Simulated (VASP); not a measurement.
Write the native input for VASP 6.6.1 that does the following.

```
Task                   : single point
Functional             : PBE
Potentials or basis    : VASP PAW PBE potentials, release 64 (B, C)
Cutoff                 : 520 eV
k mesh                 : 8 × 8 × 3
Occupations            : fermi-dirac, width 0.1 eV
Spin                   : no spin polarisation
Dipole correction      : no
Further INCAR settings : ALGO = Normal; EDIFF = 1e-07; NBANDS = 20
```

The structure of BC5 lies in POSCAR:

```
BC5
1.0
    2.5515510000      0.0000000000      0.0000000000
   -1.2757755000      2.2097079851      0.0000000000
    0.0000000000      0.0000000000      6.3996570000
B C
1 5
Direct
    0.3333330000      0.6666670000      0.0075860000
    0.3333330000      0.6666670000      0.2595110000
    0.6666670000      0.3333330000      0.3390330000
    0.0000000000      0.0000000000      0.6645630000
    0.6666670000      0.3333330000      0.5813640000
    0.0000000000      0.0000000000      0.8989420000
```

These files were run (other wordings do the same):

INCAR

```
SYSTEM = BC5
PREC = Accurate ; ENCUT = 520
EDIFF = 1E-7 ; ISMEAR = -1
SIGMA = 0.1 ; LREAL = .FALSE.
LASPH = .TRUE. ; NELM = 100
ALGO = Normal ; ISIF = 2
LWAVE = .FALSE. ; LCHARG = .FALSE.
GGA = PE ; NBANDS = 20
```

KPOINTS

```
regular mesh
0
G
  8 8 3
  0 0 0
```

Potentials or basis: VASP PAW PBE potentials, release 64 (B, C).

Launch:

```sh
$ cat potpaw_PBE.64/B/POTCAR potpaw_PBE.64/C/POTCAR > POTCAR
$ mpirun -np 1 vasp_std > vasp.out
```

Results of the run:

```yaml
Pressure: 0.0 GPa
Largest_force: 0.067 eV/Å
Band_gap_on_the_k_mesh: zero (an odd number of electrons rules out a gap without spin polarisation)
```

Run time: 17 s on 1 thread of AMD EPYC 7R13 Processor (Zen 3), on a shared host, peak memory 0.12 GiB.
